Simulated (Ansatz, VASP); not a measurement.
## In4Sb: VASP beside Ansatz

The input INCAR:

```
PREC = Accurate
ENCUT = 600
EDIFF = 1E-6
ISMEAR = 0
SIGMA = 0.1
LREAL = False
LASPH = True
NELM = 80
ALGO = Fast
ISIF = 3
LWAVE = False
LCHARG = False
GGA = PE
IBRION = 2
NSW = 90
EDIFFG = -0.04
```

File KPOINTS:

```
Automatic mesh
0
Gamma
  4 4 4
```

File POSCAR:

```
In4Sb
1.0
    4.0828648900     -4.2587552500      0.0000000000
    4.0828648900      4.2587552500      0.0000000000
    0.0000000000      0.0000000000      3.8488038400
In Sb
4 1
Direct
    0.1741673900      0.1741673900      0.5000000000
    0.8258326100      0.8258326100      0.5000000000
    0.0000000000      0.5000000000      0.0000000000
    0.5000000000      0.0000000000      0.0000000000
    0.5000000000      0.5000000000      0.0000000000
```

Input for Ansatz:

```yaml
crystal:
  lattice:
    - [4.08286489, -4.25875525, 0.0]
    - [4.08286489, 4.25875525, 0.0]
    - [0.0, 0.0, 3.84880384]
  atoms:
    - { symbol: In, position: [0.17416739, 0.17416739, 0.5] }
    - { symbol: In, position: [0.82583261, 0.82583261, 0.5] }
    - { symbol: In, position: [0.0, 0.5, 0.0] }
    - { symbol: In, position: [0.5, 0.0, 0.0] }
    - { symbol: Sb, position: [0.5, 0.5, 0.0] }
basis:
  ecutwfc: 420
kpoints:
  mp_grid: { grid: [4, 4, 4] }
hamiltonian:
  xc: pbe
scf:
  occupations: { method: gaussian, width: 0.1 }
  lower_state_search: "off"
output:
  forces: true
  stress: true
  eigenvalues: true
relax:
  adjacent_minimum: "off"
  f_tol: 0.04
  max_steps: 70
  cell: { stress_tol: 0.4 }
```

Alike in both runs: task relaxation of cell and atoms; functional PBE; k mesh 4 × 4 × 4; occupations gaussian, width 0.1 eV; no spin polarisation.

|  | VASP | Ansatz |
| --- | --- | --- |
| version | VASP 6.6.1 | Ansatz 0.2.0 |
| potentials or method | VASP PAW PBE potentials, release 64 (In_d, Sb), cutoff 600 eV | scalar-relativistic, plane waves, PAW |
| valence electrons in the cell | 57 | 67 |

```tsv
	VASP	Ansatz	Ansatz less VASP
gap on the k mesh at the Fermi level, each at its own relaxed structure (eV)	none	none	-
relaxed volume (Å³/atom)	30.58	30.68	+0.101
relaxed cell length with the largest relative difference (Å)	3.288	3.284	-0.0045
```

A gap of «none» marks a metal or a gap that the smearing closes. VASP's potentials hold 57 valence electrons a cell and Ansatz's 67, so a difference there can come from the potentials and not from the codes.

The k mesh is coarse, so the values compare programs but aren't converged. Neither program's run includes spin-orbit coupling.
